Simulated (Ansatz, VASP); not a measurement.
**One calculation of S, two programs**

```
S
1.0
     0.00000   -5.47627    0.00000
     0.00000    0.00000   -2.96025
    10.95255    0.00000   -0.59205
S
8
Direct
  0.12267 0.46227 0.18867
  0.12267 0.36227 0.68867
  0.87733 0.33773 0.81133
  0.87733 0.43773 0.31133
  0.37733 0.81227 0.93867
  0.37733 0.91227 0.43867
  0.62267 0.98773 0.06133
  0.62267 0.88773 0.56133
```

Alike in both runs: task single point; functional PBE; dispersion D3(BJ); k mesh 9 × 16 × 5; occupations gaussian, width 0.15 eV; no spin polarisation.

```csv
,VASP,Ansatz
version,VASP 6.6.1,Ansatz 0.2.0
potentials or method,"VASP PAW PBE potentials, release 64 (S), cutoff 520 eV","scalar-relativistic, plane waves, PAW"
valence electrons in the cell,48,48
```

|  | VASP | Ansatz | Ansatz less VASP |
| --- | --- | --- | --- |
| gap on the k mesh at the Fermi level (eV) | none | none | - |
| pressure (GPa) | -1.2 | -0.6 | +0.57 |
| traceless stress, the component that is largest in VASP (GPa) | 2.13 | 2.08 | -0.057 |
| rms of the force components (eV/Å) | 0.563 | 0.515 | -0.0479 |

Atom by atom the forces differ by 0.129 eV/Å (rms over components). A gap of «none» marks a metal or a gap that the smearing closes.
